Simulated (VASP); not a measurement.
**TaN: single point with LDA**

Crystal: TaN.

```xyz
6
Lattice="5.2532 0.0000 0.0000 -2.6266 4.5494 0.0000 0.0000 0.0000 2.9463" Properties=species:S:1:pos:R:3 pbc="T T T"
Ta    0.0000    0.0000    0.0000
Ta    0.0000    3.0330    1.4731
Ta    2.6266    1.5165    1.4731
N     2.6266    0.0000    0.0000
N     1.3133    2.2747    0.0000
N    -1.3133    2.2747    0.0000
```

```yaml
Program: VASP 6.6.1
Task: single point
Functional: LDA
Potentials_or_basis: VASP PAW LDA potentials, release 64 (Ta_pv, N)
Cutoff: 520 eV
k_mesh: 5 × 5 × 8
Occupations: fermi-dirac, width 0.03 eV
Spin: no spin polarisation
Dipole_correction: no
Further_INCAR_settings: ALGO = Normal; EDIFF = 1e-06; NBANDS = 33
```

* Pressure: -14.7 GPa
* Band gap on the k mesh: zero (bands 24 and 25 overlap by 2.02 eV)

Stress tensor (GPa, compression positive):
```
-12.64   0.00   0.00
  0.00 -12.64   0.00
  0.00   0.00 -18.84
```

Levels at points of the mesh, in eV from the Fermi level:
| k point | band 21 | band 22 | band 23 | band 24 | band 25 | band 26 | band 27 | band 28 |
| --- | --- | --- | --- | --- | --- | --- | --- | --- |
| (0.00, 0.00, 0.00) | -2.92 | -2.37 | -2.00 | -1.23 | -1.23 | 0.73 | 0.73 | 1.11 |
| (0.00, 0.00, 0.50) | -2.98 | -2.98 | -1.82 | 0.79 | 0.79 | 1.41 | 1.59 | 2.35 |

Run time: 50 s on 1 thread of Intel Xeon 8259CL, with other jobs on the host, peak memory 0.19 GiB.

Caveat: the cell stands under tension; spin-orbit coupling is left out, which moves the levels of the heavy elements.
